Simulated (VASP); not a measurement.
# Hg (I4/mmm) in VASP: a series of runs, part 2 of 2

VASP 6.6.1. The steps go on from the part before.

### 3 Single point, PBE+D3(BJ) (strain +0.000 along x and y, -0.050 along z)

INCAR

```
SYSTEM = Hg
PREC = Accurate ; ENCUT = 520
EDIFF = 1E-7 ; ISMEAR = 0
SIGMA = 0.15 ; LREAL = .FALSE.
LASPH = .TRUE. ; NELM = 100
ALGO = Fast ; ISIF = 2
LWAVE = .FALSE. ; LCHARG = .FALSE.
GGA = PE ; IVDW = 12
NBANDS = 12
```

KPOINTS

```
Automatic mesh
0
G
  18 18 18
  0 0 0
```

POSCAR

```
Hg
1.0
   -2.0696950000      2.0696950000      1.7121451000
    2.0696950000     -2.0696950000      1.7121451000
    2.0696950000      2.0696950000     -1.7121451000
Hg
1
Direct
    0.0000000000      0.0000000000      0.0000000000
```

Potentials or basis: VASP PAW PBE potentials, release 64 (Hg).

The run is started by

```bash
cat potpaw_PBE.64/Hg/POTCAR > POTCAR
mpirun -np 1 vasp_std > vasp.out
```

OUTCAR:

```text
SYSTEM = Hg
   PREC = Accurate
   ENCUT = 520
   EDIFF = 1E-7
   ISMEAR = 0
   LREAL = .FALSE.
   LASPH = .TRUE.
   NELM = 100
   ISIF = 2
   GGA = PE
   IVDW = 12
 IVDW          = 12

 ion  position               nearest neighbor table
   1  0.000  0.000  0.000-

  LATTYP: Found a body centered tetragonal cell.
 ALAT       =     4.1393900000
 C/A-ratio  =     0.8272451255

  Lattice vectors:

 A1 = (  -2.0696950000,   2.0696950000,   1.7121451000)
 A2 = (   2.0696950000,  -2.0696950000,   1.7121451000)
 A3 = (   2.0696950000,   2.0696950000,  -1.7121451000)

Analysis of symmetry for initial positions (statically):
=====================================================================
 Subroutine PRICEL returns:
 Original cell was already a primitive cell.

 Routine SETGRP: Setting up the symmetry group for a
 body centered tetragonal supercell.

 Subroutine GETGRP returns: Found 16 space group operations
 (whereof 16 operations were pure point group operations)
 out of a pool of 16 trial point group operations.

The static configuration has the point symmetry D_4h.

Analysis of symmetry for dynamics (positions and initial velocities):
=====================================================================
 Subroutine PRICEL returns:
 Original cell was already a primitive cell.

 Routine SETGRP: Setting up the symmetry group for a
 body centered tetragonal supercell.

 Subroutine GETGRP returns: Found 16 space group operations
 (whereof 16 operations were pure point group operations)
 out of a pool of 16 trial point group operations.

The dynamic configuration has the point symmetry D_4h.

 Subroutine INISYM returns: Found 16 space group operations
 (whereof 16 operations are pure point group operations),
 and found     1 'primitive' translations

----------------------------------------------------------------------------------------

                                     Primitive cell

  volume of cell :      29.3368

  direct lattice vectors                    reciprocal lattice vectors
[... 116 lines left out ...]
 non-spin polarized calculation
 RMM-DIIS sequential band-by-band and
 Gauss-broadening in eV      SIGMA  =   0.15
  energy-cutoff  :      520.00
  volume of cell :       29.34
 maximum number of plane-waves:       807
 NGX is ok and might be reduce to    28
   NGX = 13   NGY = 13   NGZ = 13

 number of electron      12.0000000 magnetization

 Free energy of the ion-electron system (eV)
  ---------------------------------------------------
  ext. energy  EPLUGINS =         0.00000000
  ---------------------------------------------------
  free energy    TOTEN  =        -0.17489739 eV

  energy without entropy =       -0.17279636  energy(sigma->0) =       -0.17384687

 E-fermi :   1.1451     XC(G=0):  -9.6769

 val. band max:        1.1289943361   @ k =  -0.3333  -0.3889   0.3333
 cond. band min:       1.1515488335   @ k =   0.4444   0.0556   0.0556
 fundamental gap:      0.0225544974
 Fermi energy:         1.1450732155

 k-point     1 :       0.0000    0.0000    0.0000
  band No.  band energies     occupation
      1      -6.2405      2.00000
      2      -5.4776      2.00000
      3      -5.0805      2.00000
      4      -5.0805      2.00000
      5      -5.0210      2.00000
      6      -4.5774      2.00000
      7      12.7704      0.00000
      8      12.7704      0.00000
      9      16.5581      0.00000
     10      16.6865      0.00000
     11      16.7285      0.00000
     12      16.7285      0.00000
[... 331 lines left out ...]
 k-point    24 :      -0.2222    0.0556    0.0000
  band No.  band energies     occupation
      1      -5.5203      2.00000
      2      -5.4254      2.00000
      3      -5.0626      2.00000
      4      -4.9491      2.00000
      5      -4.7652      2.00000
      6      -4.6518      2.00000
      7       9.6353      0.00000
      8      11.0640      0.00000
      9      12.0457      0.00000
     10      14.6926      0.00000
     11      16.3054      0.00000
     12      18.0690      0.00000

 [... further k-points ...]

------------------------ aborting loop because EDIFF is reached ----------------------------------------

 Edisp (eV)   -0.35807

 E8    (eV) :    -0.1632

  FORCE on cell =-STRESS in cart. coord.  units (eV):
  Direction    XX          YY          ZZ          XY          YZ          ZX
  --------------------------------------------------------------------------------------
  -------------------------------------------------------------------------------------
  Total      -0.36928    -0.36928    -0.20693     0.00000    -0.00000     0.00000
  in kB     -20.16743   -20.16743   -11.30100     0.00000    -0.00000     0.00000
  external pressure =      -17.21 kB  Pullay stress =        0.00 kB

 VOLUME and BASIS-vectors are now :
 -----------------------------------------------------------------------------
  energy-cutoff  :      520.00
  volume of cell :       29.34
      direct lattice vectors                 reciprocal lattice vectors
    -2.069695000  2.069695000  1.712145100     0.000000000  0.241581489  0.292031324
     2.069695000 -2.069695000  1.712145100     0.241581489  0.000000000  0.292031324
     2.069695000  2.069695000 -1.712145100     0.241581489  0.241581489  0.000000000

 POSITION                                       TOTAL-FORCE (eV/Angst)
 -----------------------------------------------------------------------------------
      0.00000      0.00000      0.00000         0.000000      0.000000      0.000000
 -----------------------------------------------------------------------------------
    total drift:                               -0.000000     -0.000000     -0.000000

  FREE ENERGIE OF THE ION-ELECTRON SYSTEM (eV)
  ---------------------------------------------------
  free  energy   TOTEN  =        -0.5329667869 eV

  energy  without entropy=       -0.5308657628  energy(sigma->0) =       -0.53191627
```

OSZICAR:

```text
N       E                     dE             d eps       ncg     rms          rms(c)
DAV:   1     0.732640357622E+02    0.73264E+02   -0.63827E+03 12040   0.932E+02
DAV:   2     0.117808417208E+01   -0.72086E+02   -0.67448E+02 12752   0.220E+02
DAV:   3    -0.187046230334E+00   -0.13651E+01   -0.13642E+01 13408   0.338E+01
DAV:   4    -0.188466852155E+00   -0.14206E-02   -0.14206E-02 12892   0.117E+00
DAV:   5    -0.188469191198E+00   -0.23390E-05   -0.23390E-05 13320   0.448E-02    0.182E+00
RMM:   6    -0.175221388841E+00    0.13248E-01   -0.25202E-02 11585   0.150E+00    0.146E+00
RMM:   7    -0.174702703475E+00    0.51869E-03   -0.36764E-03 12125   0.485E-01    0.710E-01
RMM:   8    -0.174872127413E+00   -0.16942E-03   -0.57763E-04 12073   0.320E-01    0.390E-02
RMM:   9    -0.174892819222E+00   -0.20692E-04   -0.59681E-05 12859   0.722E-02    0.238E-02
RMM:  10    -0.174897545129E+00   -0.47259E-05   -0.16894E-05 12411   0.522E-02    0.553E-03
RMM:  11    -0.174897351862E+00    0.19327E-06   -0.12267E-06 13153   0.106E-02    0.227E-03
RMM:  12    -0.174897386321E+00   -0.34460E-07   -0.83533E-08  9172   0.338E-03
   1 F= -.53296679E+00 E0= -.53191627E+00  d E =-.210102E-02
```

stdout:

```text
POSCAR found type information on POSCAR Hg
 POSCAR found :  1 types and       1 ions
 scaLAPACK will be used
 LDA part: xc-table for (Slater+PW92), standard interpolation
 POSCAR, INCAR and KPOINTS ok, starting setup
 FFT: planning ... GRIDC
 FFT: planning ... GRID_SOFT
 FFT: planning ... GRID
 WAVECAR not read
 entering main loop
```

It took 64 s on 1 thread of Intel Xeon 6975P-C (Granite Rapids), shared host; peak memory 0.29 GiB.

Results:

```yaml
Free_energy: -0.5330 eV
Pressure: -1.7 GPa
Band_gap_on_the_k_mesh: zero (band 6 reaches 2.31 eV, above the bottom of band 7 at 0.31 eV)
Dispersion_energy_per_atom: -0.358 eV
```

Stress tensor (GPa, compression positive):
```
-2.02  0.00  0.00
 0.00 -2.02  0.00
 0.00  0.00 -1.13
```

Caveat: the cell differs from its parent crystal (strain +0.000 along x and y, -0.050 along z); spin-orbit coupling is left out, which moves the levels of the heavy elements; pairwise dispersion overbinds metals, which lowers pressure and volume.

### 4 Single point, PBE+D3(BJ) (strain -0.025 along x and y, +0.000 along z)

INCAR

```
PREC = Accurate ; ENCUT = 520
EDIFF = 1E-7 ; ISMEAR = 0
SIGMA = 0.15 ; LREAL = F
LASPH = T ; NELM = 60
ALGO = Fast ; ISIF = 2
LWAVE = F ; LCHARG = F
GGA = PE ; IVDW = 12
NBANDS = 12
```

KPOINTS

```
Automatic mesh
0
Gamma
  18 18 18
```

POSCAR

```
Hg
1.0
   -2.0179526250      2.0179526250      1.8022580000
    2.0179526250     -2.0179526250      1.8022580000
    2.0179526250      2.0179526250     -1.8022580000
Hg
1
Direct
    0.0000000000      0.0000000000      0.0000000000
```

The run is started by

```bash
cat potpaw_PBE.64/Hg/POTCAR > POTCAR
mpirun -np 1 vasp_std > vasp.out
```

Wall time 60 s (1 thread of Intel Xeon 6975P-C (Granite Rapids), shared host); peak memory 0.29 GiB.

Results (log left out):

* Free energy: -0.5382 eV
* Pressure: -1.8 GPa
* Band gap on the k mesh: zero (band 6 reaches 2.69 eV, above the bottom of band 7 at 0.45 eV)
* Dispersion energy per atom: -0.358 eV

Stress tensor (GPa, compression positive):
```
-1.86  0.00  0.00
 0.00 -1.86  0.00
 0.00  0.00 -1.61
```

Levels at points of the mesh, in eV from the Fermi level:
```
           k point  band 3  band 4  band 5  band 6  band 7  band 8  band 9  band 10
(0.00, 0.00, 0.00)   -6.36   -6.36   -6.03   -5.79   12.49   12.49   14.51    14.89
(0.50, 0.00, 0.00)   -5.94   -5.70   -5.46   -1.39   -0.35    7.90    8.86    12.12
(0.50, 0.50, 0.00)   -6.10   -5.92   -5.49   -2.07   -0.73    9.59   10.81    14.25
(0.50, 0.50, 0.50)   -5.58   -5.58   -5.51    1.52    3.09    3.09    5.42     8.42
```

Caveat: the cell differs from its parent crystal (strain -0.025 along x and y, +0.000 along z); spin-orbit coupling is left out, which moves the levels of the heavy elements; pairwise dispersion overbinds metals, which lowers pressure and volume.

### 5 Single point, PBE+D3(BJ) (strain +0.000 along x and y, +0.050 along z)

INCAR

```
PREC = Accurate ; ENCUT = 520
EDIFF = 1E-7 ; ISMEAR = 0
SIGMA = 0.15 ; LREAL = False
LASPH = True ; NELM = 60
ALGO = Fast ; ISIF = 2
LWAVE = False ; LCHARG = False
GGA = PE ; IVDW = 12
NBANDS = 12
```

KPOINTS is that of step 4.

POSCAR

```
Hg
1.0
   -2.0696950000      2.0696950000      1.8923709000
    2.0696950000     -2.0696950000      1.8923709000
    2.0696950000      2.0696950000     -1.8923709000
Hg
1
Direct
    0.0000000000      0.0000000000      0.0000000000
```

The run is started by

```bash
cat potpaw_PBE.64/Hg/POTCAR > POTCAR
mpirun -np 1 vasp_std > vasp.out
```

It took 62 s on 1 thread of Intel Xeon 6975P-C (Granite Rapids), shared host; peak memory 0.31 GiB.

The run converged. Its results:

* Free energy: -0.5025 eV
* Pressure: -2.1 GPa
* Band gap on the k mesh: zero (band 6 reaches 1.66 eV, above the bottom of band 7 at 0.26 eV)
* Dispersion energy per atom: -0.325 eV

Stress tensor (GPa, compression positive):
```
-2.10  0.00  0.00
 0.00 -2.10  0.00
 0.00  0.00 -1.98
```

Levels at points of the mesh, in eV from the Fermi level:
```
           k point  band 4  band 5  band 6  band 7  band 8  band 9
(0.00, 0.00, 0.00)   -6.28   -5.96   -5.81   11.81   11.81   12.99
(0.50, 0.00, 0.00)   -5.76   -5.53   -1.72   -0.17    7.43    8.52
(0.50, 0.50, 0.00)   -5.89   -5.55   -2.20   -0.44    8.63    9.98
(0.50, 0.50, 0.50)   -5.62   -5.57    0.96    3.13    3.13    4.81
```

Caveat: the cell differs from its parent crystal (strain +0.000 along x and y, +0.050 along z); spin-orbit coupling is left out, which moves the levels of the heavy elements; pairwise dispersion overbinds metals, which lowers pressure and volume.

### 6 Single point, PBE+D3(BJ) (strain +0.050 along x and y, -0.050 along z)

INCAR

```
SYSTEM = Hg
PREC = Accurate
ENCUT = 520
EDIFF = 1E-7
ISMEAR = 0
SIGMA = 0.15
LREAL = .FALSE.
LASPH = .TRUE.
NELM = 60
ALGO = Fast
ISIF = 2
LWAVE = .FALSE.
LCHARG = .FALSE.
GGA = PE
IVDW = 12
NBANDS = 12
```

KPOINTS

```
regular mesh
0
G
  18 18 18
  0 0 0
```

POSCAR

```
Hg
1.0
   -2.1731797500      2.1731797500      1.7121451000
    2.1731797500     -2.1731797500      1.7121451000
    2.1731797500      2.1731797500     -1.7121451000
Hg
1
Direct
    0.0000000000      0.0000000000      0.0000000000
```

Potentials or basis: VASP PAW PBE potentials, release 64 (Hg).

The run is started by

```bash
cat potpaw_PBE.64/Hg/POTCAR > POTCAR
mpirun -np 1 vasp_std > vasp.out
```

It took 60 s on 1 thread of Intel Xeon 6975P-C (Granite Rapids), shared host; peak memory 0.3 GiB.

Results (log left out):

- Free energy: -0.4943 eV
- Pressure: -1.9 GPa
- Band gap on the k mesh: zero (band 6 reaches 0.98 eV, above the bottom of band 7 at 0.03 eV)
- Dispersion energy per atom: -0.325 eV

Stress tensor (GPa, compression positive):
```
-2.18  0.00  0.00
 0.00 -2.18  0.00
 0.00  0.00 -1.20
```

Levels at points of the mesh, in eV from the Fermi level:
| k point | band 2 | band 3 | band 4 | band 5 | band 6 | band 7 | band 8 | band 9 | band 10 | band 11 |
| --- | --- | --- | --- | --- | --- | --- | --- | --- | --- | --- |
| (0.00, 0.00, 0.00) | -6.33 | -6.01 | -5.91 | -5.91 | -5.56 | 10.53 | 10.53 | 14.10 | 14.76 | 15.15 |
| (0.50, 0.00, 0.00) | -6.44 | -5.74 | -5.38 | -5.36 | -1.03 | 0.26 | 7.32 | 8.12 | 11.08 | 12.40 |
| (0.50, 0.50, 0.00) | -6.03 | -6.02 | -5.75 | -5.37 | -2.51 | -0.47 | 10.76 | 12.13 | 14.28 | 15.37 |
| (0.50, 0.50, 0.50) | -6.42 | -5.42 | -5.42 | -5.34 | 0.48 | 2.57 | 2.57 | 7.37 | 7.57 | 11.57 |

Caveat: the cell differs from its parent crystal (strain +0.050 along x and y, -0.050 along z); spin-orbit coupling is left out, which moves the levels of the heavy elements; pairwise dispersion overbinds metals, which lowers pressure and volume.

### 7 Single point, PBE+D3(BJ) (strain +0.050 along x and y, +0.000 along z)

INCAR

```
PREC = Accurate ; ENCUT = 520
EDIFF = 1E-6 ; ISMEAR = 0
SIGMA = 0.15 ; LREAL = F
LASPH = T ; NELM = 60
ALGO = Fast ; ISIF = 2
LWAVE = F ; LCHARG = F
GGA = PE ; IVDW = 12
NBANDS = 12
```

KPOINTS

```
regular mesh
0
Gamma
  18 18 18
```

POSCAR

```
Hg
1.0
   -2.1731797500      2.1731797500      1.8022580000
    2.1731797500     -2.1731797500      1.8022580000
    2.1731797500      2.1731797500     -1.8022580000
Hg
1
Direct
    0.0000000000      0.0000000000      0.0000000000
```

The run is started by

```bash
cat potpaw_PBE.64/Hg/POTCAR > POTCAR
mpirun -np 1 vasp_std > vasp.out
```

Wall time 56 s (1 thread of Intel Xeon 6975P-C (Granite Rapids), shared host); peak memory 0.31 GiB.

The run converged. Its results:

* Free energy: -0.4799 eV
* Pressure: -1.9 GPa
* Band gap on the k mesh: zero (band 6 reaches 0.76 eV, above the bottom of band 7 at 0.01 eV)
* Dispersion energy per atom: -0.310 eV

Stress tensor (GPa, compression positive):
```
-2.02  0.00  0.00
 0.00 -2.02  0.00
 0.00  0.00 -1.60
```

Levels at points of the mesh, in eV from the Fermi level:
```
           k point  band 4  band 5  band 6  band 7  band 8  band 9
(0.00, 0.00, 0.00)   -5.98   -5.92   -5.61   10.63   10.63   13.43
(0.50, 0.00, 0.00)   -5.49   -5.42   -1.41    0.23    7.11    8.04
(0.50, 0.50, 0.00)   -5.76   -5.43   -2.45   -0.31    9.60   11.06
(0.50, 0.50, 0.50)   -5.49   -5.42    0.44    2.76    2.76    6.27
```

Caveat: the cell differs from its parent crystal (strain +0.050 along x and y, +0.000 along z); spin-orbit coupling is left out, which moves the levels of the heavy elements; pairwise dispersion overbinds metals, which lowers pressure and volume.

### 8 Overview

```tsv
cell	further INCAR settings	gap on the mesh (eV)	pressure (GPa)
a = 3.338 Å, angles 107.8, 107.8, 112.8°, 1 atom	ALGO = Fast; EDIFF = 1e-06; NBANDS = 12	none	-1.6
a = 3.391 Å, angles 104.8, 104.8, 119.3°, 1 atom	ALGO = Fast; EDIFF = 1e-07; NBANDS = 12	none	-1.7
a = 3.375 Å, angles 106.6, 106.6, 115.5°, 1 atom	ALGO = Fast; EDIFF = 1e-07; NBANDS = 12	none	-1.8
a = 3.485 Å, angles 107.1, 107.1, 114.2°, 1 atom	ALGO = Fast; EDIFF = 1e-07; NBANDS = 12	none	-2.1
a = 3.518 Å, angles 103.7, 103.7, 121.8°, 1 atom	ALGO = Fast; EDIFF = 1e-07; NBANDS = 12	none	-1.9
a = 3.563 Å, angles 104.8, 104.8, 119.2°, 1 atom	ALGO = Fast; EDIFF = 1e-06; NBANDS = 12	none	-1.9
```

Alike in all rows: task single point; level PBE+D3(BJ); potentials or basis VASP PAW PBE potentials, release 64 (Hg); no spin polarisation; k mesh 18 × 18 × 18; cutoff (eV) 520; smearing gaussian 0.15 eV.

Caveats: spin-orbit coupling is left out, which moves the levels of the heavy elements; pairwise dispersion overbinds metals, which lowers pressure and volume.

Absolute energies hang on the potentials; compare differences alone.
